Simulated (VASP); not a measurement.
# Ag (P-1) in VASP: electric field gradients with LDA

Aim: the electric field gradients of Ag with LDA.

All numbers are computed with VASP 6.6.1; they aren't measurements. Logs are shortened: lines on timing, memory, paths and dates and some standing lists are left out, and cuts for length are marked.

**1. The cell of the first run**

The typed cell holds 2 atoms: a = 2.930 Å, b = 2.905 Å, c = 4.790 Å, α = 89.57°, β = 88.85°, γ = 119.13°.

**2. Electric field gradients, LDA (equal xy, yz and zx shear strains of +2 %)**

Contents of INCAR:

```
SYSTEM = Ag
PREC = Accurate
ENCUT = 520
EDIFF = 1E-8
ISMEAR = -1
SIGMA = 0.05
LREAL = .False.
LASPH = .True.
NELM = 60
ALGO = Normal
ISIF = 2
LWAVE = .False.
LCHARG = .False.
LEFG = .True.
NBANDS = 18
```

Contents of KPOINTS:

```
Automatic mesh
0
Gamma
  14 14 8
  0 0 0
```

Contents of POSCAR:

```
Ag
1.0
    2.9299980804      0.0292999808      0.0292999808
   -1.4396245125      2.5228027803      0.0107245373
    0.0479000000      0.0479000000      4.7900000000
Ag
2
Direct
    0.3333333333      0.6666666667      0.2500000000
    0.6666666667      0.3333333333      0.7500000000
```

Potentials or basis: VASP PAW LDA potentials, release 64 (Ag).

On the command line:

```sh
$ cat potpaw_LDA.64/Ag/POTCAR > POTCAR
$ mpirun -np 1 vasp_std > vasp.out
```

OUTCAR:

```text
SYSTEM = Ag
   PREC = Accurate
   ENCUT = 520
   EDIFF = 1E-8
   ISMEAR = -1
   LREAL = .False.
   LASPH = .True.
   NELM = 60
   ISIF = 2

 ion  position               nearest neighbor table
   1  0.333  0.667  0.250-   2 2.90   2 2.90   2 2.91   2 2.93   2 2.96   2 2.98
   2  0.667  0.333  0.750-   1 2.90   1 2.90   1 2.91   1 2.93   1 2.96   1 2.98

  LATTYP: Found a triclinic cell.
 ALAT       =     2.9556799281
 B/A-ratio  =     0.9827452114
 C/A-ratio  =     1.6207705478
 COS(alpha) =     0.0074204947
 COS(beta)  =     0.0272158148
 COS(gamma) =     0.5000757388

  Lattice vectors:

 A1 = (   1.4903735679,   2.5521027611,   0.0400245181)
 A2 = (  -1.4396245125,   2.5228027803,   0.0107245373)
 A3 = (   0.0479000000,   0.0479000000,   4.7900000000)

Analysis of symmetry for initial positions (statically):
=====================================================================
 Subroutine PRICEL returns:
 Original cell was already a primitive cell.

 Routine SETGRP: Setting up the symmetry group for a
 triclinic supercell.

 Subroutine GETGRP returns: Found  2 space group operations
 (whereof  2 operations were pure point group operations)
 out of a pool of  2 trial point group operations.

The static configuration has the point symmetry S_2 .

Analysis of symmetry for dynamics (positions and initial velocities):
=====================================================================
 Subroutine PRICEL returns:
 Original cell was already a primitive cell.

 Routine SETGRP: Setting up the symmetry group for a
 triclinic supercell.

 Subroutine GETGRP returns: Found  2 space group operations
 (whereof  2 operations were pure point group operations)
 out of a pool of  2 trial point group operations.

The dynamic configuration has the point symmetry S_2 .

 Subroutine INISYM returns: Found  2 space group operations
 (whereof  2 operations are pure point group operations),
 and found     1 'primitive' translations

----------------------------------------------------------------------------------------

                                     Primitive cell

  volume of cell :      35.6018

  direct lattice vectors                    reciprocal lattice vectors
     2.929998080  0.029299981  0.029299981     0.339413392  0.193707181 -0.005331206
    -1.439624513  2.522802780  0.010724537    -0.003902713  0.394174059 -0.003902713
     0.047900000  0.047900000  4.790000000    -0.002067422 -0.002067422  0.208809616

  length of vectors
     2.930291066  2.904680296  4.790478976     0.390835444  0.394212698  0.208830084

  position of ions in fractional coordinates (direct lattice)
     0.333333333  0.666666667  0.250000000
     0.666666667  0.333333333  0.750000000

  ion indices of the primitive-cell ions
   primitive index   ion index
                 1           1
                 2           2

----------------------------------------------------------------------------------------

 KPOINTS: Automatic mesh

Automatic generation of k-mesh.
 Grid dimensions read from file:
 generate k-points for:   14   14    8

 Generating k-lattice:

  Cartesian coordinates                     Fractional coordinates (reciprocal lattice)
     0.024243814  0.013836227 -0.000380800     0.071428571  0.000000000 -0.000000000
    -0.000278765  0.028155290 -0.000278765    -0.000000000  0.071428571  0.000000000
    -0.000258428 -0.000258428  0.026101202     0.000000000 -0.000000000  0.125000000

  Length of vectors
     0.027916817  0.028158050  0.026103761

  Shift w.r.t. Gamma in fractional coordinates (k-lattice)
     0.000000000  0.000000000  0.000000000

 Subroutine IBZKPT returns following result:
 ===========================================

 Found    788 irreducible k-points:

 Following reciprocal coordinates:
            Coordinates               Weight
  0.000000  0.000000  0.000000      1.000000
  0.071429  0.000000 -0.000000      2.000000
  0.142857  0.000000  0.000000      2.000000
  0.214286  0.000000 -0.000000      2.000000
  0.285714  0.000000  0.000000      2.000000
  0.357143  0.000000  0.000000      2.000000
[... 16 lines left out ...]
  0.000000  0.142857 -0.000000      2.000000
  0.071429  0.142857 -0.000000      2.000000
 [... further k-points ...]
   k-points           NKPTS =    788   k-points in BZ     NKDIM =    788   number of bands    NBANDS=     18
   number of dos      NEDOS =    301   number of ions     NIONS =      2
   total plane-waves  NPLWV =  20736
   dimension x,y,z NGX =    24 NGY =   24 NGZ =   36
   dimension x,y,z NGXF=    48 NGYF=   48 NGZF=   72
   ions per type =               2
   NGX,Y,Z   is equivalent  to a cutoff of  13.62, 13.74, 12.49 a.u.
   NGXF,Y,Z  is equivalent  to a cutoff of  27.23, 27.47, 24.99 a.u.
 SYSTEM =  Ag
   PREC   = accura    normal or accurate (medium, high low for compatibility)
   ISTART =      0    job   : 0-new  1-cont  2-samecut
   ICHARG =      2    charge: 1-file 2-atom 10-const
   ISPIN  =      1    spin polarized calculation?
   LNONCOLLINEAR =      F non collinear calculations
   LSORBIT =      F    spin-orbit coupling
   LASPH  =      T    aspherical Exc in radial PAW
   ENCUT  =  520.0 eV  38.22 Ry    6.18 a.u.   5.45  5.40  8.91*2*pi/ulx,y,z
   NELM   =     60;   NELMIN=  2; NELMDL= -5     # of ELM steps
   EDIFF  = 0.1E-07   stopping-criterion for ELM
   LREAL  =      F    real-space projection
   EDIFFG = 0.1E-06   stopping-criterion for IOM
   NSW    =      0    number of steps for IOM
   IBRION =     -1    ionic relax: 0-MD 1-quasi-New 2-CG
   NFREE  =      0    steps in history (QN), initial steepest desc. (CG)
   ISIF   =      2    stress and relaxation
   ISYM   =      2    0-nonsym 1-usesym 2-fastsym
   POTIM  = 0.5000    time-step for ionic-motion
   TEBEG  =    0.0;   TEEND  =   0.0 temperature during run
   PSTRESS=    0.0 pullay stress
   NELECT =      22.0000    total number of electrons
   NUPDOWN=      -1.0000    fix difference up-down
   EMIN   =  10.00;   EMAX   =-10.00  energy-range for DOS
   EFERMI =   0.00;   METHOD = LEGACY
   ISMEAR =    -1;   SIGMA  =   0.05  broadening in eV -4-tet -1-fermi 0-gaus
   EFERMI_NEDOS =   21; number of points for ismear=-14 and -15
   IALGO  =     38    algorithm
   IMIX   =      4    mixing-type and parameters
     AMIX     =   0.40;   BMIX     =  1.00
     AMIX_MAG =   1.60;   BMIX_MAG =  1.00
  volume/ion in A,a.u.               =      17.80       120.13
  Fermi-wavevector in a.u.,A,eV,Ry     =   1.394415  2.635062 26.455062  1.944392
  Thomas-Fermi vector in A             =   2.517966
   LORBIT       =      0    0 simple, 1 ext, 2 COOP (PROOUT), +10 PAW based schemes
   GGA     = CA    functional components
   LHFCALC =     F    Hartree Fock is set to
   AEXX    =    0.0000 exact exchange contribution
   IVDW    =     0    specifies the selected vdW correction
   LEPSILON=     F    determine dielectric tensor
   LRPA    =     F    only Hartree local field effects (RPA)
 non-spin polarized calculation
  energy-cutoff  :      520.00
  volume of cell :       35.60
 maximum number of plane-waves:       982
 NGX is ok and might be reduce to    24
   NGX = 11   NGY = 11   NGZ = 17

 number of electron      22.0000001 magnetization

 Free energy of the ion-electron system (eV)
  ---------------------------------------------------
  ext. energy  EPLUGINS =         0.00000000
  ---------------------------------------------------
  free energy    TOTEN  =        -7.42096225 eV

  energy without entropy =       -7.41615655  energy(sigma->0) =       -7.41855940

 E-fermi :   7.5066     XC(G=0): -12.3301

 val. band max:        7.5031726663   @ k =  -0.4286   0.5000   0.1250
 cond. band min:       7.5143161652   @ k =  -0.2857   0.1429   0.2500
 fundamental gap:      0.0111434988
 Fermi energy:         7.5065985834

 k-point     1 :       0.0000    0.0000    0.0000
  band No.  band energies     occupation
      1       0.0388      2.00000
      2       1.4239      2.00000
      3       2.9170      2.00000
      4       2.9412      2.00000
      5       3.1123      2.00000
      6       3.1700      2.00000
[... 10 lines left out ...]
     17      25.1950      0.00000
     18      25.4398      0.00000
[... 463 lines left out ...]
 k-point    24 :       0.0714    0.1429   -0.0000
  band No.  band energies     occupation
      1       0.9157      2.00000
      2       1.8517      2.00000
      3       2.5879      2.00000
      4       3.0579      2.00000
      5       3.0789      2.00000
      6       3.2617      2.00000
[... 10 lines left out ...]
     17      24.8404      0.00000
     18      25.2002      0.00000

 [... further k-points ...]

------------------------ aborting loop because EDIFF is reached ----------------------------------------

  FORCE on cell =-STRESS in cart. coord.  units (eV):
  Direction    XX          YY          ZZ          XY          YZ          ZX
  --------------------------------------------------------------------------------------
  -------------------------------------------------------------------------------------
  Total       -2.2964389     -2.2865073     -2.3234134     -0.1149170     -0.1115556     -0.1144495
  in kB     -103.3461010   -102.8991538   -104.5600298     -5.1715812     -5.0203114     -5.1505444
  external PRESSURE =    -103.6017615 kB  Pullay stress =       0.0000000 kB

 VOLUME and BASIS-vectors are now :
 -----------------------------------------------------------------------------
  energy-cutoff  :      520.00
  volume of cell :       35.60
      direct lattice vectors                 reciprocal lattice vectors
     2.929998080  0.029299981  0.029299981     0.339413392  0.193707181 -0.005331206
    -1.439624513  2.522802780  0.010724537    -0.003902713  0.394174059 -0.003902713
     0.047900000  0.047900000  4.790000000    -0.002067422 -0.002067422  0.208809616

 POSITION                                       TOTAL-FORCE (eV/Angst)
 -----------------------------------------------------------------------------------
      0.02889      1.70361      1.21442        -0.009831     -0.000328      0.004461
      1.50938      0.89639      3.61561         0.009831      0.000328     -0.004461
 -----------------------------------------------------------------------------------
    total drift:                               -0.000000      0.000000     -0.000000

  FREE ENERGIE OF THE ION-ELECTRON SYSTEM (eV)
  ---------------------------------------------------
  free  energy   TOTEN  =        -7.4209622488 eV

  energy  without entropy=       -7.4161565545  energy(sigma->0) =       -7.41855940

 Electric field gradients (V/A^2)
---------------------------------------------------------------------
 ion       V_xx      V_yy      V_zz      V_xy      V_xz      V_yz
---------------------------------------------------------------------
   1      -1.462    -1.609     3.071     1.598     2.229     2.088
   2      -1.462    -1.609     3.071     1.598     2.229     2.088
---------------------------------------------------------------------

 Electric field gradients after diagonalization (V/A^2)
 (convention: |V_zz| > |V_xx| > |V_yy|)
----------------------------------------------------------------------
 ion       V_xx      V_yy      V_zz     asymmetry (V_yy - V_xx)/ V_zz
----------------------------------------------------------------------
   1      -3.136    -1.836     4.972       0.261
   2      -3.136    -1.836     4.972       0.261
----------------------------------------------------------------------

           NMR quadrupolar parameters

 Cq : quadrupolar parameter    Cq=e*Q*V_zz/h
 eta: asymmetry parameters     (V_yy - V_xx)/ V_zz
 Q  : nuclear electric quadrupole moment in mb (millibarn)
----------------------------------------------------------------------
 ion       Cq(MHz)       eta       Q (mb)
----------------------------------------------------------------------
   1       0.012       0.261       1.000
   2       0.012       0.261       1.000
----------------------------------------------------------------------
```

It took 4.7 min on 1 thread of Intel Xeon Platinum 8375C at 2.90GHz (Ice Lake), shared host; peak memory 0.48 GiB.

Results:

```
Free energy                             : -7.4210 eV
Pressure                                : -10.4 GPa
Largest force                           : 0.011 eV/Å
Band gap on the k mesh                  : zero (bands 11 and 12 overlap by 6.81 eV)
Largest electric field gradient by atom : Ag +5.0 V/Å²
```

Forces on the atoms (eV/Å):
```
Ag  -0.010  0.000  0.004
Ag   0.010  0.000 -0.004
```

Levels at points of the mesh, in eV from the Fermi level:
```tsv
k point	band 7	band 8	band 9	band 10	band 11	band 12	band 13	band 14	band 15	band 16
(0.00, 0.00, 0.00)	-4.18	-3.93	-3.91	-2.99	-2.96	-0.27	3.36	15.59	17.42	17.51
(0.50, 0.00, 0.00)	-3.64	-2.86	-2.78	-2.73	0.08	1.36	6.31	7.09	8.74	10.23
(0.00, 0.50, 0.00)	-3.63	-2.85	-2.80	-2.72	0.16	1.48	6.51	7.12	8.91	10.29
(0.50, 0.50, 0.00)	-3.62	-2.83	-2.81	-2.70	0.24	1.59	6.74	7.11	9.09	10.11
(0.00, 0.00, 0.50)	-4.33	-4.32	-3.35	-3.32	-3.22	-3.19	10.83	10.83	15.86	15.93
(0.50, 0.00, 0.50)	-3.04	-3.01	-2.80	-2.77	0.59	0.89	3.98	4.45	13.30	13.53
(0.00, 0.50, 0.50)	-3.03	-3.01	-2.77	-2.76	0.72	0.93	4.19	4.53	13.22	13.22
(0.50, 0.50, 0.50)	-3.02	-3.01	-2.75	-2.75	0.87	0.95	4.44	4.57	12.92	12.92
```

Electric field gradients, principal values (V/Å²):
```csv
atom,least,middle,greatest (by size)
1 Ag,-1.836,-3.136,4.972
2 Ag,-1.836,-3.136,4.972
```

Caveat: the cell differs from its parent crystal (equal xy, yz and zx shear strains of +2 %); the cell stands under tension; without QUAD_EFG the Cq values of the log hold for a quadrupole moment of 1 mb, not for the nuclei.
